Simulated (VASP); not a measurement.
# CaSe in VASP: settings compared

Aim: see how the results for CaSe move with the level of theory and the settings. Levels: PBE, r2SCAN, HSE06. Tasks: single point.

Program: VASP 6.6.1. These are calculated values, not measurements. Logs are shortened: lines on timing, memory, paths and dates and some standing lists are left out, and cuts for length are marked.

## (1) The cell of the first run

It takes space group F-43m (No. 216, cubic). Conventional cell: a = 6.559 Å, b = 6.559 Å, c = 6.559 Å, α = 90.00°, β = 90.00°, γ = 90.00°. Within 3.7 Å of Ca (site symmetry -43m) lie 4 Se at 2.84 Å. Se (site symmetry -43m) has 4 Ca at 2.84 Å within 3.7 Å.

## (2) Single point, PBE

The input, INCAR:

```
SYSTEM = CaSe
PREC = Accurate
ENCUT = 520
EDIFF = 1E-6
ISMEAR = -1
SIGMA = 0.02
LREAL = .False.
LASPH = .True.
NELM = 60
ALGO = Normal
ISIF = 2
LWAVE = .False.
LCHARG = .False.
GGA = PE
NBANDS = 15
```

The input, KPOINTS:

```
Automatic mesh
0
Gamma
  6 6 6
  0 0 0
```

The input, POSCAR:

```
CaSe
1.0
    0.0000000000      3.2795613712      3.2795613712
    3.2795613712      0.0000000000      3.2795613712
    3.2795613712      3.2795613712      0.0000000000
Ca Se
1 1
Direct
    0.0000000000      0.0000000000      0.0000000000
    0.2500000000      0.2500000000      0.2500000000
```

Potentials or basis: VASP PAW PBE potentials, release 64 (Ca_sv, Se).

Run with:

```console
$ cat potpaw_PBE.64/Ca_sv/POTCAR potpaw_PBE.64/Se/POTCAR > POTCAR
$ mpirun -np 1 vasp_std > vasp.out
```

OUTCAR:

```text
SYSTEM = CaSe
   PREC = Accurate
   ENCUT = 520
   EDIFF = 1E-6
   ISMEAR = -1
   LREAL = .False.
   LASPH = .True.
   NELM = 60
   ISIF = 2
   GGA = PE

 ion  position               nearest neighbor table
   1  0.000  0.000  0.000-   2 2.84   2 2.84   2 2.84   2 2.84
   2  0.250  0.250  0.250-   1 2.84   1 2.84   1 2.84   1 2.84

  LATTYP: Found a face centered cubic cell.
 ALAT       =     6.5591227424

  Lattice vectors:

 A1 = (   0.0000000000,   3.2795613712,   3.2795613712)
 A2 = (   3.2795613712,   0.0000000000,   3.2795613712)
 A3 = (   3.2795613712,   3.2795613712,   0.0000000000)

Analysis of symmetry for initial positions (statically):
=====================================================================
 Subroutine PRICEL returns:
 Original cell was already a primitive cell.

 Routine SETGRP: Setting up the symmetry group for a
 face centered cubic supercell.

 Subroutine GETGRP returns: Found 24 space group operations
 (whereof 24 operations were pure point group operations)
 out of a pool of 48 trial point group operations.

The static configuration has the point symmetry T_d .

Analysis of symmetry for dynamics (positions and initial velocities):
=====================================================================
 Subroutine PRICEL returns:
 Original cell was already a primitive cell.

 Routine SETGRP: Setting up the symmetry group for a
 face centered cubic supercell.

 Subroutine GETGRP returns: Found 24 space group operations
 (whereof 24 operations were pure point group operations)
 out of a pool of 48 trial point group operations.

The dynamic configuration has the point symmetry T_d .

 Subroutine INISYM returns: Found 24 space group operations
 (whereof 24 operations are pure point group operations),
 and found     1 'primitive' translations

----------------------------------------------------------------------------------------

                                     Primitive cell

  volume of cell :      70.5468

  direct lattice vectors                    reciprocal lattice vectors
     0.000000000  3.279561371  3.279561371    -0.152459413  0.152459413  0.152459413
     3.279561371  0.000000000  3.279561371     0.152459413 -0.152459413  0.152459413
     3.279561371  3.279561371  0.000000000     0.152459413  0.152459413 -0.152459413

  length of vectors
     4.638000170  4.638000170  4.638000170     0.264067449  0.264067449  0.264067449

  position of ions in fractional coordinates (direct lattice)
     0.000000000  0.000000000  0.000000000
     0.250000000  0.250000000  0.250000000

  ion indices of the primitive-cell ions
   primitive index   ion index
                 1           1
                 2           2

----------------------------------------------------------------------------------------

 KPOINTS: Automatic mesh

Automatic generation of k-mesh.
 Grid dimensions read from file:
 generate k-points for:    6    6    6

 Generating k-lattice:

  Cartesian coordinates                     Fractional coordinates (reciprocal lattice)
    -0.025409902  0.025409902  0.025409902     0.166666667  0.000000000  0.000000000
     0.025409902 -0.025409902  0.025409902     0.000000000  0.166666667  0.000000000
     0.025409902  0.025409902 -0.025409902     0.000000000  0.000000000  0.166666667

  Length of vectors
     0.044011241  0.044011241  0.044011241

  Shift w.r.t. Gamma in fractional coordinates (k-lattice)
     0.000000000  0.000000000  0.000000000

 Subroutine IBZKPT returns following result:
 ===========================================

 Found     16 irreducible k-points:

 Following reciprocal coordinates:
            Coordinates               Weight
  0.000000  0.000000  0.000000      1.000000
  0.166667  0.000000  0.000000      8.000000
  0.333333  0.000000  0.000000      8.000000
  0.500000  0.000000  0.000000      4.000000
  0.166667  0.166667  0.000000      6.000000
  0.333333  0.166667  0.000000     24.000000
[... 8 lines left out ...]
 -0.333333  0.333333  0.166667     24.000000
 -0.333333  0.500000  0.166667     12.000000
   k-points           NKPTS =     16   k-points in BZ     NKDIM =     16   number of bands    NBANDS=     15
   number of dos      NEDOS =    301   number of ions     NIONS =      2
   total plane-waves  NPLWV =  46656
   dimension x,y,z NGX =    36 NGY =   36 NGZ =   36
   dimension x,y,z NGXF=    72 NGYF=   72 NGZF=   72
   ions per type =               1   1
   NGX,Y,Z   is equivalent  to a cutoff of  12.90, 12.90, 12.90 a.u.
   NGXF,Y,Z  is equivalent  to a cutoff of  25.81, 25.81, 25.81 a.u.
 SYSTEM =  CaSe
   PREC   = accura    normal or accurate (medium, high low for compatibility)
   ISTART =      0    job   : 0-new  1-cont  2-samecut
   ICHARG =      2    charge: 1-file 2-atom 10-const
   ISPIN  =      1    spin polarized calculation?
   LNONCOLLINEAR =      F non collinear calculations
   LSORBIT =      F    spin-orbit coupling
   LASPH  =      T    aspherical Exc in radial PAW
[... 29 lines left out ...]
   AEXX    =    0.0000 exact exchange contribution
   IVDW    =     0    specifies the selected vdW correction
   LEPSILON=     F    determine dielectric tensor
   LRPA    =     F    only Hartree local field effects (RPA)
 non-spin polarized calculation
  energy-cutoff  :      520.00
  volume of cell :       70.55
 maximum number of plane-waves:      1917
 NGX is ok and might be reduce to    36
   NGX = 17   NGY = 17   NGZ = 17

 number of electron      16.0000003 magnetization

 Free energy of the ion-electron system (eV)
  ---------------------------------------------------
  ext. energy  EPLUGINS =         0.00000000
  ---------------------------------------------------
  free energy    TOTEN  =        -8.96772864 eV

  energy without entropy =       -8.96772864  energy(sigma->0) =       -8.96772864

 E-fermi :   0.2944     XC(G=0):  -7.6212

 val. band max:       -0.3057045354   @ k =  -0.3333   0.1667   0.0000
 cond. band min:       2.9008148872   @ k =   0.0000   0.0000   0.0000
 fundamental gap:      3.2065194226
 Fermi energy:         0.2943950761

 k-point     1 :       0.0000    0.0000    0.0000
  band No.  band energies     occupation
      1     -39.3614      2.00000
      2     -20.3784      2.00000
      3     -20.3784      2.00000
      4     -20.3784      2.00000
      5     -10.6312      2.00000
      6      -0.3990      2.00000
      7      -0.3990      2.00000
      8      -0.3990      2.00000
      9       2.9008      0.00000
     10       5.0767      0.00000
     11       5.0767      0.00000
     12       7.0948      0.00000
     13       7.0948      0.00000
     14       7.0948      0.00000
     15       8.7926      0.00000

 k-point     2 :       0.1667    0.0000    0.0000
  band No.  band energies     occupation
      1     -39.3609      2.00000
      2     -20.3897      2.00000
      3     -20.3798      2.00000
      4     -20.3798      2.00000
      5     -10.5671      2.00000
      6      -0.8011      2.00000
      7      -0.3752      2.00000
      8      -0.3752      2.00000
      9       3.6653      0.00000
     10       4.9602      0.00000
     11       4.9602      0.00000
     12       6.6275      0.00000
     13       7.0721      0.00000
     14       7.0721      0.00000
     15       8.1066      0.00000

 k-point     3 :       0.3333    0.0000    0.0000
  band No.  band energies     occupation
      1     -39.3600      2.00000
      2     -20.4121      2.00000
      3     -20.3826      2.00000
      4     -20.3826      2.00000
      5     -10.4374      2.00000
      6      -1.3277      2.00000
      7      -0.3349      2.00000
      8      -0.3349      2.00000
      9       4.7008      0.00000
     10       4.9813      0.00000
     11       4.9813      0.00000
     12       5.8090      0.00000
     13       6.5535      0.00000
     14       6.5535      0.00000
     15       7.8665      0.00000
[... 199 lines left out ...]
 k-point    15 :      -0.3333    0.3333    0.1667
  band No.  band energies     occupation
      1     -39.3591      2.00000
      2     -20.4195      2.00000
      3     -20.3965      2.00000
      4     -20.3888      2.00000
      5     -10.3094      2.00000
      6      -1.1690      2.00000
      7      -0.8552      2.00000
      8      -0.3503      2.00000
      9       3.7417      0.00000
     10       4.7400      0.00000
     11       5.3756      0.00000
     12       6.1649      0.00000
     13       6.4318      0.00000
     14       7.4020      0.00000
     15       8.7212      0.00000

 k-point    16 :      -0.3333    0.5000    0.1667
  band No.  band energies     occupation
      1     -39.3590      2.00000
      2     -20.4217      2.00000
      3     -20.3959      2.00000
      4     -20.3917      2.00000
      5     -10.2883      2.00000
      6      -1.2885      2.00000
      7      -0.6932      2.00000
      8      -0.3864      2.00000
      9       3.4117      0.00000
     10       4.6837      0.00000
     11       5.6076      0.00000
     12       5.8891      0.00000
     13       6.3775      0.00000
     14       8.0218      0.00000
     15       8.8647      0.00000

------------------------ aborting loop because EDIFF is reached ----------------------------------------

  FORCE on cell =-STRESS in cart. coord.  units (eV):
  Direction    XX          YY          ZZ          XY          YZ          ZX
  --------------------------------------------------------------------------------------
  -------------------------------------------------------------------------------------
  Total        0.2439519      0.2439519      0.2439519      0.0000000      0.0000000      0.0000000
  in kB        5.5403544      5.5403544      5.5403544      0.0000000      0.0000000      0.0000000
  external PRESSURE =       5.5403544 kB  Pullay stress =       0.0000000 kB

 VOLUME and BASIS-vectors are now :
 -----------------------------------------------------------------------------
  energy-cutoff  :      520.00
  volume of cell :       70.55
      direct lattice vectors                 reciprocal lattice vectors
     0.000000000  3.279561371  3.279561371    -0.152459413  0.152459413  0.152459413
     3.279561371  0.000000000  3.279561371     0.152459413 -0.152459413  0.152459413
     3.279561371  3.279561371  0.000000000     0.152459413  0.152459413 -0.152459413

 POSITION                                       TOTAL-FORCE (eV/Angst)
 -----------------------------------------------------------------------------------
      0.00000      0.00000      0.00000         0.000000     -0.000000     -0.000000
      1.63978      1.63978      1.63978         0.000000      0.000000      0.000000
 -----------------------------------------------------------------------------------
    total drift:                                0.000000      0.000000      0.000000

  FREE ENERGIE OF THE ION-ELECTRON SYSTEM (eV)
  ---------------------------------------------------
  free  energy   TOTEN  =        -8.9677286412 eV

  energy  without entropy=       -8.9677286412  energy(sigma->0) =       -8.96772864
```

Wall time 19 s (1 thread of Intel Xeon Platinum 8259CL at 2.50GHz (Skylake/Cascade Lake), shared host); peak memory 0.21 GiB.

What came out:

```yaml
Free_energy: -8.9677 eV
Pressure: 0.6 GPa
Band_gap_on_the_k_mesh: 3.21 eV (least direct gap 3.30 eV)
```

Levels at points of the mesh, in eV from the valence-band top:
```
           k point  band 4  band 5  band 6  band 7  band 8  band 9  band 10  band 11  band 12  band 13
(0.00, 0.00, 0.00)  -20.07  -10.33   -0.09   -0.09   -0.09    3.21     5.38     5.38     7.40     7.40
(0.50, 0.00, 0.00)  -20.08  -10.07   -1.21   -0.01   -0.01    5.09     5.50     5.50     5.84     6.37
(0.50, 0.50, 0.00)  -20.09   -9.98   -1.24   -0.03   -0.03    3.55     4.99     6.11     6.11     6.14
```

Caveat: the structure was generated, so it needn't be the stable form of CaSe. A k mesh can miss the band edges.

## (3) Single point, r2SCAN

POSCAR is that of step 2.

The input, INCAR.step1:

```
SYSTEM = CaSe
PREC     = Accurate       ! precision mode
ENCUT    = 520            ! plane-wave cutoff, eV
ISMEAR   = 0              ! smearing method
SIGMA    = 0.01           ! smearing width, eV
LREAL    = .False.        ! projectors in reciprocal space
LASPH    = .True.         ! aspherical terms in the spheres
NELM     = 60             ! most SCF steps
NBANDS   = 15             ! bands
GGA      = PE             ! functional
ALGO     = Normal         ! electronic algorithm
EDIFF    = 1E-4           ! SCF threshold, eV
LWAVE    = .True.         ! write WAVECAR
LCHARG   = .False.        ! write CHGCAR
```

The input, INCAR.step2:

```
SYSTEM = CaSe
PREC     = Accurate       ! precision mode
ENCUT    = 520            ! plane-wave cutoff, eV
EDIFF    = 1E-7           ! SCF threshold, eV
ISMEAR   = 0              ! smearing method
SIGMA    = 0.01           ! smearing width, eV
LREAL    = .False.        ! projectors in reciprocal space
LASPH    = .True.         ! aspherical terms in the spheres
NELM     = 60             ! most SCF steps
ALGO     = Normal         ! electronic algorithm
ISIF     = 2              ! what is computed and relaxed
LWAVE    = .False.        ! write WAVECAR
LCHARG   = .False.        ! write CHGCAR
METAGGA  = R2SCAN         ! meta-GGA
LMIXTAU  = .True.       
NBANDS   = 15             ! bands
ISTART   = 1
```

KPOINTS is that of step 2.

Potentials or basis: VASP PAW PBE potentials, release 64 (Ca_sv, Se).

Run with:

```console
$ cat potpaw_PBE.64/Ca_sv/POTCAR potpaw_PBE.64/Se/POTCAR > POTCAR
$ cp INCAR.step1 INCAR
$ mpirun -np 1 vasp_std > vasp.out
$ cp INCAR.step2 INCAR
$ mpirun -np 1 vasp_std > vasp.out
```

Run time: 83 s. Hardware: 1 thread of Intel Xeon Platinum 8259CL at 2.50GHz (Skylake/Cascade Lake), shared host; peak memory 0.22 GiB.

It converged, with:

```
Free energy            : -25.3602 eV
Pressure               : 0.2 GPa
Band gap on the k mesh : 3.69 eV (least direct gap 3.78 eV)
```

Levels at points of the mesh, in eV from the valence-band top:
```tsv
k point	band 4	band 5	band 6	band 7	band 8	band 9	band 10	band 11	band 12	band 13
(0.00, 0.00, 0.00)	-20.72	-10.72	-0.09	-0.09	-0.09	3.69	5.95	5.95	7.99	7.99
(0.50, 0.00, 0.00)	-20.73	-10.45	-1.22	-0.01	-0.01	5.62	6.07	6.07	6.40	6.94
(0.50, 0.50, 0.00)	-20.74	-10.36	-1.24	-0.05	-0.05	3.90	5.56	6.70	6.70	6.78
```

Caveat: the structure was generated, so it needn't be the stable form of CaSe; the PAW data sets were made with another functional, which shifts forces and pressure a little. A k mesh can miss the band edges.

## (4) Single point, r2SCAN (epitaxial xy strain -1.5%)

The input, POSCAR:

```
CaSe
1.0
    0.0000000000      3.2303679506      3.3601368478
    3.2303679506      0.0000000000      3.3601368478
    3.2303679506      3.2303679506      0.0000000000
Ca Se
1 1
Direct
    0.0000000000      0.0000000000      0.0000000000
    0.2500000000      0.2500000000      0.2500000000
```

The input, INCAR.step1:

```
PREC = Accurate
ENCUT = 520
ISMEAR = 0
SIGMA = 0.01
LREAL = F
LASPH = T
NELM = 100
NBANDS = 15
GGA = PE
ALGO = Normal
EDIFF = 1E-4
LWAVE = T
LCHARG = F
```

The input, INCAR.step2:

```
PREC = Accurate
ENCUT = 520
EDIFF = 1E-6
ISMEAR = 0
SIGMA = 0.01
LREAL = F
LASPH = T
NELM = 100
ALGO = Normal
ISIF = 2
LWAVE = F
LCHARG = T
METAGGA = R2SCAN
LMIXTAU = T
LELF = T
LVHAR = T
NBANDS = 15
ISTART = 1
```

The input, KPOINTS:

```
regular mesh
0
Gamma
  6 6 6
```

Run with:

```console
$ cat potpaw_PBE.64/Ca_sv/POTCAR potpaw_PBE.64/Se/POTCAR > POTCAR
$ cp INCAR.step1 INCAR
$ mpirun -np 1 vasp_std > vasp.out
$ cp INCAR.step2 INCAR
$ mpirun -np 1 vasp_std > vasp.out
```

Run time: 1.9 min. Hardware: 1 thread of Intel Xeon Platinum 8259CL at 2.50GHz (Skylake/Cascade Lake), shared host; peak memory 0.23 GiB.

It converged, with:

```yaml
Free_energy: -25.3581 eV
Pressure: 0.4 GPa
Band_gap_on_the_k_mesh: 3.64 eV (least direct gap 3.77 eV)
```

Stress tensor (GPa, compression positive):
```
0.44 0.00 0.00
0.00 0.44 0.00
0.00 0.00 0.20
```

Levels at points of the mesh, in eV from the valence-band top:
```tsv
k point	band 5	band 6	band 7	band 8	band 9	band 10	band 11	band 12
(0.00, 0.00, 0.00)	-10.79	-0.19	-0.13	-0.13	3.64	5.79	6.00	7.82
(0.50, 0.00, 0.00)	-10.51	-1.30	-0.13	-0.01	5.56	5.97	6.04	6.36
(0.50, 0.50, 0.00)	-10.43	-1.36	-0.03	-0.03	3.80	5.50	6.63	6.63
(0.50, 0.00, 0.50)	-10.42	-1.29	-0.15	-0.13	3.86	5.49	6.64	6.69
```

Caveat: the cell differs from its parent crystal (epitaxial xy strain -1.5%); the structure was generated, so it needn't be the stable form of CaSe; the PAW data sets were made with another functional, which shifts forces and pressure a little. A k mesh can miss the band edges.

## (5) Single point, HSE06

The input, POSCAR:

```
CaSe
1.0
    0.0000000000      3.2795613712      3.2795613712
    3.2795613712      0.0000000000      3.2795613712
    3.2795613712      3.2795613712      0.0000000000
Ca Se
1 1
Direct
    0.0000000000      0.0000000000      0.0000000000
    0.2500000000      0.2500000000      0.2500000000
```

The input, INCAR.step1:

```
SYSTEM = CaSe
ALGO = Normal
EDIFF = 1E-5
ENCUT = 520
GGA = PE
ISIF = 2
ISMEAR = 0
LASPH = .TRUE.
LREAL = .FALSE.
LWAVE = .TRUE.
NBANDS = 15
NELM = 80
PREC = Accurate
SIGMA = 0.01
```

The input, INCAR.step2:

```
SYSTEM = CaSe
ALGO = Normal
EDIFF = 1E-6
ENCUT = 520
GGA = PE
HFSCREEN = 0.2079
ISIF = 2
ISMEAR = 0
ISTART = 1
LASPH = .TRUE.
LCHARG = .TRUE.
LELF = .TRUE.
LHFCALC = .TRUE.
LREAL = .FALSE.
LVHAR = .TRUE.
LWAVE = .FALSE.
NBANDS = 15
NELM = 80
PREC = Accurate
PRECFOCK = Normal
SIGMA = 0.01
```

The input, KPOINTS:

```
k-points
0
G
  4 4 4
  0 0 0
```

Run with:

```console
$ cat potpaw_PBE.64/Ca_sv/POTCAR potpaw_PBE.64/Se/POTCAR > POTCAR
$ cp INCAR.step1 INCAR
$ mpirun -np 1 vasp_std > vasp.out
$ cp INCAR.step2 INCAR
$ mpirun -np 1 vasp_std > vasp.out
```

Wall time 8.8 min (1 thread of Intel Xeon Platinum 8259CL at 2.50GHz (Skylake/Cascade Lake), shared host); peak memory 0.31 GiB.

The run converged. Its results:

* Free energy: -10.1318 eV
* Pressure: 0.3 GPa
* Band gap on the k mesh: 4.09 eV (least direct gap 4.17 eV)

Levels at points of the mesh, in eV from the valence-band top:
| k point | band 4 | band 5 | band 6 | band 7 | band 8 | band 9 | band 10 | band 11 | band 12 | band 13 |
| --- | --- | --- | --- | --- | --- | --- | --- | --- | --- | --- |
| (0.00, 0.00, 0.00) | -21.60 | -11.31 | -0.08 | -0.08 | -0.08 | 4.09 | 6.85 | 6.85 | 8.96 | 8.96 |
| (0.50, 0.00, 0.00) | -21.61 | -11.00 | -1.35 | -0.01 | -0.01 | 6.22 | 6.88 | 6.88 | 6.97 | 7.88 |
| (0.50, 0.50, 0.00) | -21.62 | -10.91 | -1.36 | -0.08 | -0.08 | 4.50 | 6.18 | 7.66 | 7.66 | 7.80 |

Caveat: the structure was generated, so it needn't be the stable form of CaSe; the PAW data sets were made with another functional, which shifts forces and pressure a little.

## (6) Overview

| level | cell | k mesh | smearing | grid for exact exchange (PRECFOCK) | share of exact exchange | screening parameter | gap on the mesh (eV) | pressure (GPa) |
| --- | --- | --- | --- | --- | --- | --- | --- | --- |
| PBE | a = 4.638 Å, angles 60.0°, 2 atoms | 6 × 6 × 6 | fermi-dirac 0.02 eV | - | - | - | 3.21 | 0.6 |
| r2SCAN | a = 4.638 Å, angles 60.0°, 2 atoms | 6 × 6 × 6 | gaussian 0.01 eV | - | - | - | 3.69 | 0.2 |
| r2SCAN | a = 4.661, b = 4.661, c = 4.568 Å, angles 60.7, 60.7, 58.7°, 2 atoms | 6 × 6 × 6 | gaussian 0.01 eV | - | - | - | 3.64 | 0.4 |
| HSE06 | a = 4.638 Å, angles 60.0°, 2 atoms | 4 × 4 × 4 | gaussian 0.01 eV | Normal | 0.25 | 0.2079 1/Å | 4.09 | 0.3 |

Alike in all rows: task single point; potentials or basis VASP PAW PBE potentials, release 64 (Ca_sv, Se); no spin polarisation; cutoff (eV) 520.

On the cell as given the gap runs from 3.21 eV (PBE) to 4.09 eV (HSE06); the meshes differ, which moves gaps too. The pressure there spans 0.2 GPa (r2SCAN) to 0.6 GPa (PBE); a positive pressure means that this level wants a larger cell, a negative one a smaller.

Caveats: the structure was generated, so it needn't be the stable form of CaSe; the PAW data sets were made with another functional, which shifts forces and pressure a little (at least some runs).

Absolute energies hang on the potentials; compare differences alone.
